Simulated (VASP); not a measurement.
# Nb (Fm-3m) in VASP: density of states with PBEsol

Aim: the density of states of Nb with PBEsol.

All numbers are computed with VASP 6.6.1; they aren't measurements. Logs are shortened: lines on timing, memory, paths and dates and some standing lists are left out, and cuts for length are marked.

### 1 The cell of the first run

The structure is cubic, space group Fm-3m (No. 225). Conventional cell: a = 4.170 Å, b = 4.170 Å, c = 4.170 Å, α = 90.00°, β = 90.00°, γ = 90.00°. Nb (site symmetry m-3m) has 12 Nb at 2.95 Å within 3.9 Å.

### 2 Density of states, PBEsol

POSCAR reads:

```
Nb
1.0
    0.0000000000      2.0852054921      2.0852054921
    2.0852054921      0.0000000000      2.0852054921
    2.0852054921      2.0852054921      0.0000000000
Nb
1
Direct
    0.0000000000      0.0000000000      0.0000000000
```

INCAR.step1 reads:

```
PREC     = Accurate       # precision mode
ENCUT    = 520            # plane-wave cutoff, eV
EDIFF    = 1E-6           # SCF threshold, eV
ISMEAR   = 0              # smearing method
SIGMA    = 0.1            # smearing width, eV
LREAL    = False          # projectors in reciprocal space
LASPH    = True           # aspherical terms in the spheres
NELM     = 100            # most SCF steps
ALGO     = Normal         # electronic algorithm
ISIF     = 2              # what is computed and relaxed
LWAVE    = False          # write WAVECAR
LCHARG   = True           # write CHGCAR
LMAXMIX  = 4              # l up to which the mixer works
GGA      = PS             # functional
NBANDS   = 12             # bands
```

KPOINTS.step1 reads:

```
Automatic mesh
0
Gamma
  18 18 18
```

INCAR.step2 reads:

```
PREC     = Accurate       # precision mode
ENCUT    = 520            # plane-wave cutoff, eV
EDIFF    = 1E-6           # SCF threshold, eV
ISMEAR   = -5             # smearing method
SIGMA    = 0.1            # smearing width, eV
LREAL    = False          # projectors in reciprocal space
LASPH    = True           # aspherical terms in the spheres
NELM     = 100            # most SCF steps
ALGO     = Normal         # electronic algorithm
ISIF     = 2              # what is computed and relaxed
LWAVE    = False          # write WAVECAR
LCHARG   = False          # write CHGCAR
LMAXMIX  = 4              # l up to which the mixer works
GGA      = PS             # functional
LORBIT   = 10             # projections on sites
NBANDS   = 12             # bands
NEDOS    = 2001           # points of the DOS
ICHARG   = 11             # starting density
```

KPOINTS.step2 reads:

```
Automatic mesh
0
Gamma
  27 27 27
```

Potentials or basis: VASP PAW PBE potentials, release 64 (Nb_sv).

On the command line:

```bash
$ cat potpaw_PBE.64/Nb_sv/POTCAR > POTCAR
$ cp INCAR.step1 INCAR
$ cp KPOINTS.step1 KPOINTS
$ mpirun -np 1 vasp_std > vasp.out
$ cp INCAR.step2 INCAR
$ cp KPOINTS.step2 KPOINTS
$ mpirun -np 1 vasp_std > vasp.out
```

OUTCAR:

```text
PREC = Accurate
   ENCUT = 520
   EDIFF = 1E-6
   ISMEAR = -5
   LREAL = False
   LASPH = True
   NELM = 100
   ISIF = 2
   GGA = PS
   LORBIT = 10
   ICHARG = 11

 ion  position               nearest neighbor table
   1  0.000  0.000  0.000-

  LATTYP: Found a face centered cubic cell.
 ALAT       =     4.1704109842

  Lattice vectors:

 A1 = (   0.0000000000,   2.0852054921,   2.0852054921)
 A2 = (   2.0852054921,   0.0000000000,   2.0852054921)
 A3 = (   2.0852054921,   2.0852054921,   0.0000000000)

Analysis of symmetry for initial positions (statically):
=====================================================================
 Subroutine PRICEL returns:
 Original cell was already a primitive cell.

 Routine SETGRP: Setting up the symmetry group for a
 face centered cubic supercell.

 Subroutine GETGRP returns: Found 48 space group operations
 (whereof 48 operations were pure point group operations)
 out of a pool of 48 trial point group operations.

The static configuration has the point symmetry O_h .

Analysis of symmetry for dynamics (positions and initial velocities):
=====================================================================
 Subroutine PRICEL returns:
 Original cell was already a primitive cell.

 Routine SETGRP: Setting up the symmetry group for a
 face centered cubic supercell.

 Subroutine GETGRP returns: Found 48 space group operations
 (whereof 48 operations were pure point group operations)
 out of a pool of 48 trial point group operations.

The dynamic configuration has the point symmetry O_h .

 Subroutine INISYM returns: Found 48 space group operations
 (whereof 48 operations are pure point group operations),
 and found     1 'primitive' translations

----------------------------------------------------------------------------------------

                                     Primitive cell

  volume of cell :      18.1333

  direct lattice vectors                    reciprocal lattice vectors
     0.000000000  2.085205492  2.085205492    -0.239784521  0.239784521  0.239784521
     2.085205492  0.000000000  2.085205492     0.239784521 -0.239784521  0.239784521
     2.085205492  2.085205492  0.000000000     0.239784521  0.239784521 -0.239784521

  length of vectors
     2.948925887  2.948925887  2.948925887     0.415318973  0.415318973  0.415318973

  position of ions in fractional coordinates (direct lattice)
     0.000000000  0.000000000  0.000000000

  ion indices of the primitive-cell ions
   primitive index   ion index
                 1           1

----------------------------------------------------------------------------------------

 KPOINTS: Automatic mesh

Automatic generation of k-mesh.
 Grid dimensions read from file:
 generate k-points for:   27   27   27

 Generating k-lattice:

  Cartesian coordinates                     Fractional coordinates (reciprocal lattice)
    -0.008880908  0.008880908  0.008880908     0.037037037  0.000000000  0.000000000
     0.008880908 -0.008880908  0.008880908     0.000000000  0.037037037  0.000000000
     0.008880908  0.008880908 -0.008880908     0.000000000  0.000000000  0.037037037

  Length of vectors
     0.015382184  0.015382184  0.015382184

  Shift w.r.t. Gamma in fractional coordinates (k-lattice)
     0.000000000  0.000000000  0.000000000

 TETIRR: Found   2653 inequivalent tetrahedra from   118098

 Subroutine IBZKPT returns following result:
 ===========================================

 Found    560 irreducible k-points:

 Following reciprocal coordinates:
            Coordinates               Weight
  0.000000  0.000000  0.000000      1.000000
  0.037037  0.000000  0.000000      8.000000
  0.074074  0.000000  0.000000      8.000000
  0.111111  0.000000  0.000000      8.000000
  0.148148  0.000000  0.000000      8.000000
  0.185185  0.000000  0.000000      8.000000
[... 16 lines left out ...]
  0.333333  0.037037  0.000000     24.000000
  0.370370  0.037037  0.000000     24.000000
 [... further k-points ...]
   k-points           NKPTS =    560   k-points in BZ     NKDIM =    560   number of bands    NBANDS=     12
   number of dos      NEDOS =   2001   number of ions     NIONS =      1
   total plane-waves  NPLWV =  13824
   dimension x,y,z NGX =    24 NGY =   24 NGZ =   24
   dimension x,y,z NGXF=    48 NGYF=   48 NGZF=   48
   ions per type =               1
   NGX,Y,Z   is equivalent  to a cutoff of  13.53, 13.53, 13.53 a.u.
   NGXF,Y,Z  is equivalent  to a cutoff of  27.06, 27.06, 27.06 a.u.
 SYSTEM =  unknown system
   PREC   = accura    normal or accurate (medium, high low for compatibility)
   ISTART =      0    job   : 0-new  1-cont  2-samecut
   ICHARG =     11    charge: 1-file 2-atom 10-const
   ISPIN  =      1    spin polarized calculation?
   LNONCOLLINEAR =      F non collinear calculations
   LSORBIT =      F    spin-orbit coupling
   LASPH  =      T    aspherical Exc in radial PAW
   ENCUT  =  520.0 eV  38.22 Ry    6.18 a.u.   5.48  5.48  5.48*2*pi/ulx,y,z
   NELM   =    100;   NELMIN=  2; NELMDL=  0     # of ELM steps
   EDIFF  = 0.1E-05   stopping-criterion for ELM
   LREAL  =      F    real-space projection
   EDIFFG = 0.1E-04   stopping-criterion for IOM
   NSW    =      0    number of steps for IOM
   IBRION =     -1    ionic relax: 0-MD 1-quasi-New 2-CG
   NFREE  =      0    steps in history (QN), initial steepest desc. (CG)
   ISIF   =      2    stress and relaxation
   ISYM   =      2    0-nonsym 1-usesym 2-fastsym
   POTIM  = 0.5000    time-step for ionic-motion
   TEBEG  =    0.0;   TEEND  =   0.0 temperature during run
   PSTRESS=    0.0 pullay stress
   NELECT =      13.0000    total number of electrons
   NUPDOWN=      -1.0000    fix difference up-down
   EMIN   =  10.00;   EMAX   =-10.00  energy-range for DOS
   EFERMI =   0.00;   METHOD = LEGACY
   ISMEAR =    -5;   SIGMA  =   0.10  broadening in eV -4-tet -1-fermi 0-gaus
   EFERMI_NEDOS =   21; number of points for ismear=-14 and -15
   IALGO  =     38    algorithm
   IMIX   =      4    mixing-type and parameters
     AMIX     =   0.40;   BMIX     =  1.00
     AMIX_MAG =   1.60;   BMIX_MAG =  1.00
  volume/ion in A,a.u.               =      18.13       122.37
  Fermi-wavevector in a.u.,A,eV,Ry     =   1.465201  2.768828 29.209162  2.146813
  Thomas-Fermi vector in A             =   2.581086
   LORBIT       =     10    0 simple, 1 ext, 2 COOP (PROOUT), +10 PAW based schemes
   GGA     = PS    functional components
   LHFCALC =     F    Hartree Fock is set to
   AEXX    =    0.0000 exact exchange contribution
   IVDW    =     0    specifies the selected vdW correction
   LEPSILON=     F    determine dielectric tensor
   LRPA    =     F    only Hartree local field effects (RPA)
 non-spin polarized calculation
 Fermi weights with tetrahedron method with Bloechl corrections
  energy-cutoff  :      520.00
  volume of cell :       18.13
 maximum number of plane-waves:       531
 NGX is ok and might be reduce to    24

 number of electron      13.0000000 magnetization

 Free energy of the ion-electron system (eV)
  ---------------------------------------------------
  ext. energy  EPLUGINS =         0.00000000
  ---------------------------------------------------
  free energy    TOTEN  =       -10.60575339 eV

  energy without entropy =      -10.60575339  energy(sigma->0) =      -10.60575339

 E-fermi :  11.3148     XC(G=0): -12.5968

 val. band max:       11.3224102302   @ k =  -0.4444   0.2222   0.0000
 cond. band min:      11.3030247758   @ k =  -0.4074   0.0370   0.0000
 fundamental gap:     -0.0193854544
 Fermi energy:        11.3148460660

 k-point     1 :       0.0000    0.0000    0.0000
  band No.  band energies     occupation
      1     -43.3411      2.00000
      2     -18.6801      2.00000
      3     -18.6801      2.00000
      4     -18.6801      2.00000
      5       4.9812      2.00000
      6      11.3953      0.00000
      7      11.3953      0.00000
      8      11.3953      0.00000
      9      14.1157      0.00000
     10      14.1157      0.00000
     11      23.1839      0.00000
     12      28.0743      0.00000

 k-point     2 :       0.0370    0.0000    0.0000
  band No.  band energies     occupation
      1     -43.3382      2.00000
      2     -18.6996      2.00000
      3     -18.6825      2.00000
      4     -18.6825      2.00000
      5       5.0352      2.00000
      6      11.3517      0.55746
      7      11.4207      0.00000
      8      11.4207      0.00000
      9      14.0917      0.00000
     10      14.0917      0.00000
     11      23.2945      0.00000
     12      27.8597      0.00000

 k-point     3 :       0.0741    0.0000    0.0000
  band No.  band energies     occupation
      1     -43.3294      2.00000
      2     -18.7564      2.00000
      3     -18.6895      2.00000
      4     -18.6895      2.00000
      5       5.1940      2.00000
      6      11.2301      2.01788
      7      11.4928      0.00000
      8      11.4928      0.00000
      9      14.0273      0.00000
     10      14.0273      0.00000
     11      23.6127      0.00000
     12      27.2403      0.00000
[... 286 lines left out ...]
 k-point    23 :       0.3333    0.0370    0.0000
  band No.  band energies     occupation
      1     -43.1796      2.00000
      2     -19.6547      2.00000
      3     -18.8204      2.00000
      4     -18.8029      2.00000
      5       7.3151      2.00000
      6      10.9587      2.00054
      7      11.5055     -0.00222
      8      11.6266      0.00000
      9      14.6695      0.00000
     10      15.0996      0.00000
     11      22.9165      0.00000
     12      26.3242      0.00000

 k-point    24 :       0.3704    0.0370    0.0000
  band No.  band energies     occupation
      1     -43.1573      2.00000
      2     -19.7797      2.00000
      3     -18.8354      2.00000
      4     -18.8219      2.00000
      5       7.3946      2.00000
      6      11.3212      1.70400
      7      11.4443     -0.00089
      8      11.5037      0.00000
      9      15.1157      0.00000
     10      15.4759      0.00000
     11      22.5762      0.00000
     12      25.4838      0.00000

 [... further k-points ...]

------------------------ aborting loop because EDIFF is reached ----------------------------------------

  FORCE on cell =-STRESS in cart. coord.  units (eV):
  Direction    XX          YY          ZZ          XY          YZ          ZX
  --------------------------------------------------------------------------------------
  -------------------------------------------------------------------------------------
  Total       -0.0285428     -0.0285428     -0.0285428     -0.0000000      0.0000000      0.0000000
  in kB       -2.5219134     -2.5219134     -2.5219134     -0.0000000      0.0000000      0.0000000
  external PRESSURE =      -2.5219134 kB  Pullay stress =       0.0000000 kB

 VOLUME and BASIS-vectors are now :
 -----------------------------------------------------------------------------
  energy-cutoff  :      520.00
  volume of cell :       18.13
      direct lattice vectors                 reciprocal lattice vectors
     0.000000000  2.085205492  2.085205492    -0.239784521  0.239784521  0.239784521
     2.085205492  0.000000000  2.085205492     0.239784521 -0.239784521  0.239784521
     2.085205492  2.085205492  0.000000000     0.239784521  0.239784521 -0.239784521

 POSITION                                       TOTAL-FORCE (eV/Angst)
 -----------------------------------------------------------------------------------
      0.00000      0.00000      0.00000         0.000000      0.000000      0.000000
 -----------------------------------------------------------------------------------
    total drift:                               -0.000000      0.000000      0.000000

  FREE ENERGIE OF THE ION-ELECTRON SYSTEM (eV)
  ---------------------------------------------------
  free  energy   TOTEN  =       -10.6057533889 eV

  energy  without entropy=      -10.6057533889  energy(sigma->0) =      -10.60575339

 total charge

# of ion       s       p       d       tot
------------------------------------------
    1        2.231   6.006   2.451  10.687
```

Wall time 50 s (1 thread of Intel Xeon Platinum 8488C (Sapphire Rapids), shared host); peak memory 0.24 GiB.

What came out:

| Item | Value |
| --- | --- |
| Valence electrons inside the program's atomic spheres | Nb 10.69 |

Caveat: the PAW data sets were made with another functional, which shifts forces and pressure a little; tetrahedron occupations give inexact forces and stress in metals.
